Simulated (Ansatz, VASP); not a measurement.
## Ga2O3 in VASP and in Ansatz

```
CELL_PARAMETERS angstrom
6.12699 -1.51944 -0.00266
6.12699 1.51944 -0.00266
-1.38360 0.00000 5.64170
ATOMIC_POSITIONS crystal
Ga 0.34130 0.34130 0.68544
Ga 0.65870 0.65870 0.31456
Ga 0.90942 0.90942 0.20509
Ga 0.09058 0.09058 0.79491
O 0.50374 0.50374 0.74384
O 0.49626 0.49626 0.25616
O 0.82668 0.82668 0.43652
O 0.17332 0.17332 0.56348
O 0.16426 0.16426 0.10921
O 0.83574 0.83574 0.89079
```

Alike in both runs: functional r2SCAN; k mesh 8 × 8 × 4; occupations gaussian, width 0.02 eV; no spin polarisation.

Ansatz relaxed the structure, and its values are those at the end. VASP's run is a single point on that final structure, the one shown.

```csv
,VASP,Ansatz
version,VASP 6.6.1,Ansatz 0.2.0
potentials or method,"VASP PAW PBE potentials, release 64 (Ga_d, O), cutoff 520 eV","scalar-relativistic, plane waves, PAW"
valence electrons in the cell,88,88
```

VASP gave:

* gap on the k mesh at the Fermi level (eV): 3.01
* least direct gap on the mesh (eV): 3.04
* pressure (GPa): 1.8
* rms of the force components (eV/Å): 0.034

Which values does Ansatz return?

gap on the k mesh at the Fermi level (eV): 3.03; least direct gap on the mesh (eV): 3.05; pressure (GPa): 0.0; rms of the force components (eV/Å): 0.002.

VASP's potentials were made for PBE, not for r2SCAN.
